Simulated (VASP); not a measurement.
A run of VASP 6.6.1:

INCAR

```
SYSTEM = H18CO10
  ALGO = Normal
  EDIFF = 1E-6
  ENCUT = 520
  GGA = PE
  ISIF = 2
  ISMEAR = -1
  LASPH = .TRUE.
  LCHARG = .FALSE.
  LREAL = Auto
  LWAVE = .FALSE.
  NBANDS = 61
  NELM = 80
  PREC = Accurate
  SIGMA = 0.02
```

Contents of KPOINTS:

```
k-points
0
G
  1 1 1
  0 0 0
```

File POSCAR:

```
H18CO10
1.0
    6.4847770000      0.0000000000      0.0000000000
    0.0000000000      6.4847770000      0.0000000000
    0.0000000000      0.0000000000      6.4847770000
O H C
10 18 1
Direct
    0.0121823773      0.2717595378      1.0266197280
    0.2896475854      0.3493566548      0.4339702044
    0.2387437533      0.9016038639      0.2348423084
    0.8279081918      0.7620308301      0.2044017859
    0.3036804504      0.7543204647      0.6052791021
    0.8674161039      0.4331683264      0.4946662005
    1.0373679773      0.6491973433      0.8512705988
    0.4801707137      0.6047856387      0.0833336289
    0.6458356240      0.0138478162      0.6757055794
    0.4525984471      0.1524339233      0.9327074778
    0.1225331264      0.1768912023      0.9646746527
    0.0456607837      0.3966982982      0.9440879771
    0.3119459621      0.2291366380      0.3424327467
    0.1311070527      0.3603207944      0.4309631619
    0.0960094696      0.9035160346      0.2004386581
    0.2351507230      0.8711016585      0.3832822624
    0.7846993042      0.8576393606      0.3176053702
    0.6872402860      0.6926683832      0.1738687390
    0.1869455187      0.7417679899      0.7002245413
    0.3513305084      0.6189264488      0.5581379283
    0.9146189607      0.5150215651      0.3787485676
    0.7875675601      0.3163100289      0.4400305516
    0.9201550030      0.5946387979      0.7738276891
    0.9738499874      0.7054367482      0.9772733897
    0.3814317748      0.7187139974      0.1330192233
    0.4290355705      0.4897161460      0.1511540027
    0.5097630959     -0.0790312450      0.6611329888
    0.7434025873      0.2289670100      0.8598907873
    0.6071758520      0.1453095457      0.8298974660
```

Potentials or basis: VASP PAW PBE potentials, release 64 (O, H, C).

Command:

```bash
$ cat potpaw_PBE.64/O/POTCAR potpaw_PBE.64/H/POTCAR potpaw_PBE.64/C/POTCAR > POTCAR
$ mpirun -np 1 vasp_gam > vasp.out
```

Hardware: 1 thread of Intel(R) Xeon(R) 6975P-C (Granite Rapids), with other jobs on the host.

Question: How long does it take, and how much memory?

Answer: It took 18 s on 1 thread of Intel(R) Xeon(R) 6975P-C (Granite Rapids), with other jobs on the host, peak memory 0.3 GiB. Counts: scf iterations 16, k points 1.
